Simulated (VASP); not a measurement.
Runs of VASP 6.6.1 on BaS. The structure is that of space group Fm-3m (No. 225), or close to it. The cells are those of the table. 

```tsv
task	level	potentials or basis	cell	gap on the mesh (eV)	pressure (GPa)
single point	r2SCAN	VASP PAW PBE potentials, release 64 (Ba_sv, S)	a = 4.513 Å, angles 60.0°, 2 atoms	2.46	1.5
single point	LDA	VASP PAW LDA potentials, release 64 (Ba_sv, S)	a = 4.435 Å, angles 60.0°, 2 atoms	(b)	(a)
single point	PBE	VASP PAW PBE potentials, release 64 (Ba_sv, S)	a = 4.546 Å, angles 60.0°, 2 atoms	2.14	0.5
single point	r2SCAN	VASP PAW PBE potentials, release 64 (Ba_sv, S)	a = 4.544 Å, angles 60.0°, 2 atoms	2.49	0.5
single point	r2SCAN	VASP PAW PBE potentials, release 64 (Ba_sv, S)	a = 4.603 Å, angles 60.0°, 2 atoms	(c)	-1.1
relaxation of the atoms	r2SCAN	VASP PAW PBE potentials, release 64 (Ba_sv, S)	atoms relaxed from a = 4.544 Å, angles 60.0°, 2 atoms	2.49	0.5
single point	r2SCAN	VASP PAW PBE potentials, release 64 (Ba_sv, S)	a = 4.633 Å, angles 60.0°, 2 atoms	2.58	-1.8
```

Alike in all rows: no spin polarisation; k mesh 8 × 8 × 8; cutoff (eV) 520; smearing fermi-dirac 0.02 eV.

Q: Estimate the missing entries.

A: (a) 0.8; (b) 1.80; (c) 2.55.

Caveats: spin-orbit coupling is left out, which moves the levels of the heavy elements; the PAW data sets were made with another functional, which shifts forces and pressure a little (some runs); the relaxation stopped at its first step, so nothing moved (some runs).

A k mesh can miss the band edges, and the runs leave out spin-orbit coupling on Ba.
